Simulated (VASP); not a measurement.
Input of a VASP 6.6.1 run:

INCAR

```
PREC = Accurate
ENCUT = 520
EDIFF = 1E-6
ISMEAR = 0
SIGMA = 0.1
LREAL = F
LASPH = T
NELM = 150
ALGO = Normal
ISIF = 2
LWAVE = F
LCHARG = F
ISPIN = 2
MAGMOM = 0 0 0 1
LORBIT = 11
LMAXMIX = 4
LDIPOL = T
IDIPOL = 3
DIPOL = 0.5 0.5 0.336
GGA = PE
NBANDS = 30
```

The input KPOINTS:

```
Automatic mesh
0
Gamma
  9 9 1
```

File POSCAR:

```
Ti3H
1.0
    2.9075446931      0.0000000000      0.0000000000
    0.0000000000      2.9075446931      0.0000000000
    0.0000000000      0.0000000000     20.8059825779
Ti H
3 1
Direct
    0.5000000000      0.5000000000      0.1922523959
    0.0000000000      0.0000000000      0.2837148153
    0.5000000000      0.5000000000      0.3751797133
    0.5000000000      0.5000000000      0.4938955677
```

Potentials or basis: VASP PAW PBE potentials, release 64 (Ti_sv, H).

Run with:

```sh
$ cat potpaw_PBE.64/Ti_sv/POTCAR potpaw_PBE.64/H/POTCAR > POTCAR
$ mpirun -np 1 vasp_std > vasp.out
```

Task: Predict the site moments.

Result: Ti -0.01, +0.04, -0.13; H +0.20 μB.

Task: Predict the largest force.

Result: 1.411 eV/Å.

Forces in eV/Å, atoms in the order of the input:
```
Ti   0.000  0.000 -0.050
Ti   0.000  0.000 -0.114
Ti   0.000  0.000  1.411
H    0.000  0.000 -1.247
```

Caveat: a moment this small can come from the mesh or the smearing.
